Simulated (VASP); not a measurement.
## BaS: single point with PBE

The system is BaS.

```xyz
2
Lattice="0.0000 3.1938 3.1938 3.1938 0.0000 3.1938 3.1938 3.1938 0.0000" Properties=species:S:1:pos:R:3 pbc="T T T"
Ba    0.0000    0.0000    0.0000
S     3.1938    3.1938    3.1938
```

```yaml
Program: VASP 6.6.1
Task: single point
Functional: PBE
Potentials_or_basis: VASP PAW PBE potentials, release 64 (Ba_sv, S)
Cutoff: 500 eV
k_mesh: 7 × 7 × 7
Occupations: gaussian, width 0.024 eV
Spin: no spin polarisation
```

```json
{"Pressure": "1.4 GPa", "Band gap on the k mesh": "2.17 eV (least direct gap 2.31 eV)"}
```

Levels at points of the mesh, in eV from the valence-band top:
```csv
k point,band 6,band 7,band 8,band 9,band 10,band 11
"(0.00, 0.00, 0.00)",0.00,0.00,0.00,3.60,3.87,3.87
```

Run time: 36 s on 1 thread of Intel Xeon 8259CL, with other jobs on the host, peak memory 0.21 GiB.

Caveat: spin-orbit coupling is left out, which moves the levels of the heavy elements; an odd mesh through Γ misses points on the zone boundary, where band edges can lie.
